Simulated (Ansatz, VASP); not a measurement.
One calculation of HfN, two programs

The input INCAR:

```
  PREC = Accurate
  ENCUT = 520
  EDIFF = 1E-6
  ISMEAR = 0
  SIGMA = 0.15
  LREAL = F
  LASPH = T
  NELM = 60
  ALGO = Normal
  ISIF = 2
  LWAVE = F
  LCHARG = F
  GGA = PS
  NBANDS = 14
```

Contents of KPOINTS:

```
regular mesh
0
Gamma
  18 18 18
```

File POSCAR:

```
HfN
1.0
    0.0000000000      2.1234600000      2.2590000000
    2.1234600000      0.0000000000      2.2590000000
    2.1234600000      2.1234600000      0.0000000000
Hf N
1 1
Direct
    0.0000000000      0.0000000000      0.0000000000
    0.5000000000      0.5000000000      0.5000000000
```

Input for Ansatz:

```yaml
crystal:
  lattice:
    - [0.0, 2.12346, 2.259]
    - [2.12346, 0.0, 2.259]
    - [2.12346, 2.12346, 0.0]
  atoms:
    - { symbol: Hf, position: [0.0, 0.0, 0.0] }
    - { symbol: "N", position: [0.5, 0.5, 0.5] }
basis:
  ecutwfc: 420
kpoints:
  mp_grid: { grid: [18, 18, 18] }
hamiltonian:
  xc: pbesol
scf:
  occupations: { method: gaussian, width: 0.15 }
output:
  forces: true
  stress: true
  eigenvalues: true
```

Change from the starting cell: strain -0.0600 x Voigt [1, 1, 0, 0, 0, 0], atoms carried along.

Alike in both runs: task single point; functional PBEsol; k mesh 18 × 18 × 18; occupations gaussian, width 0.15 eV; no spin polarisation.

|  | VASP | Ansatz |
| --- | --- | --- |
| version | VASP 6.6.1 | Ansatz 0.2.0 |
| potentials or method | VASP PAW PBE potentials, release 64 (Hf_pv, N), cutoff 520 eV | scalar-relativistic, plane waves, PAW |
| valence electrons in the cell | 15 | 31 |

|  | VASP | Ansatz | Ansatz less VASP |
| --- | --- | --- | --- |
| gap on the k mesh at the Fermi level (eV) | none | none | - |
| pressure (GPa) | 42.0 | 44.0 | +1.99 |
| traceless stress, the component that is largest in VASP (GPa) | -32.82 | -32.70 | +0.122 |

VASP's potentials were made for PBE, not for PBEsol. A gap of «none» marks a metal or a gap that the smearing closes. Both programs put the cell under a high pressure, so it lies far from rest at this level. The functional is the same, so the differences come from potentials, cutoffs and numerics. VASP's potentials hold 15 valence electrons a cell and Ansatz's 31, so a difference there can come from the potentials and not from the codes.

Neither program's run includes spin-orbit coupling.
